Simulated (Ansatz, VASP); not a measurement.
Sc in VASP and in Ansatz

```
Sc
1.0
     3.30880    0.00000    0.00000
    -1.65440    2.86550    0.00000
     0.00000    0.00000    5.26800
Sc
2
Direct
  0.33333 0.66667 0.25000
  0.66667 0.33333 0.75000
```

Alike in both runs: task electric field gradients; functional LDA; k mesh 13 × 13 × 7; occupations fermi-dirac, width 0.03 eV; no spin polarisation.

|  | VASP | Ansatz |
| --- | --- | --- |
| version | VASP 6.6.1 | Ansatz 0.2.0 |
| potentials or method | VASP PAW LDA potentials, release 64 (Sc_sv) | PAW with Ansatz's default frozen-core files, scalar-relativistic |
| plane-wave cutoff (eV) | 520 | 420 |
| valence electrons in the cell | 22 | 22 |

Ansatz gave:

| Quantity | Value |
| --- | --- |
| pressure (GPa) | -5.3 |
| traceless stress, the component that is largest in VASP (GPa) | -1.21 |
| size of Vzz on the site where it differs most (V/Å²) | 8.7 |

**Question.** What did VASP give for the same quantities?

**Answer.** Pressure (GPa): -5.2; traceless stress, the component that is largest in VASP (GPa): -1.21; size of Vzz on the site where it differs most (V/Å²): 9.6.

LDA's correlation is that of Perdew and Zunger in VASP and of Perdew and Wang (1992) in Ansatz.
